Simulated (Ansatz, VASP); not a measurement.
# Two plane-wave programs on ZnSe

```
Zn Se
1.0
     0.00000    2.65876    2.65876
     2.65876    0.00000    2.65876
     2.65876    2.65876    0.00000
Zn Se
1 1
Direct
  0.00000 0.00000 0.00000
  0.50000 0.50000 0.50000
```

Alike in both runs: task single point; functional PBE; k mesh 6 × 6 × 6; occupations fermi-dirac, width 0.02 eV; no spin polarisation.

```csv
,VASP,Ansatz
version,VASP 6.6.1,Ansatz 0.2.0
potentials or method,"VASP PAW PBE potentials, release 64 (Zn, Se)","plane waves, PAW"
plane-wave cutoff (eV),520,420
valence electrons in the cell,18,28
```

```tsv
	VASP	Ansatz	Ansatz less VASP
pressure (GPa)	2.5	2.3	-0.22
```

With one functional, cell and mesh, what is left measures potentials, basis and numerics. VASP's potentials hold 18 valence electrons a cell and Ansatz's 28, so a difference there can come from the potentials and not from the codes.
